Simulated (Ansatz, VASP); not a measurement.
# One calculation of ZrC, two programs

```
Zr C
1.0
     0.00000    2.27970    2.38546
     2.27970    0.00000    2.38546
     2.27970    2.27970    0.00000
Zr C
1 1
Direct
  0.50000 0.50000 0.50000
  0.00000 0.00000 0.00000
```

Change from the starting cell: strain -0.030 along x and y, +0.015 along z, atoms carried along.

Alike in both runs: task single point; functional PBE; k mesh 18 × 18 × 18; occupations gaussian, width 0.15 eV; no spin polarisation.

|  | VASP | Ansatz |
| --- | --- | --- |
| version | VASP 6.6.1 | Ansatz 0.2.0 |
| potentials or method | VASP PAW PBE potentials, release 64 (Zr_sv, C), cutoff 520 eV | scalar-relativistic, plane waves, PAW |
| valence electrons in the cell | 16 | 16 |

Ansatz gave:

- gap on the k mesh at the Fermi level (eV): none
- pressure (GPa): 13.6
- traceless stress, the component that is largest in VASP (GPa): -12.78

Question: What did VASP give for the same quantities?

Answer: gap on the k mesh at the Fermi level (eV): none; pressure (GPa): 13.9; traceless stress, the component that is largest in VASP (GPa): -12.84.

A gap of «none» marks a metal or a gap that the smearing closes.
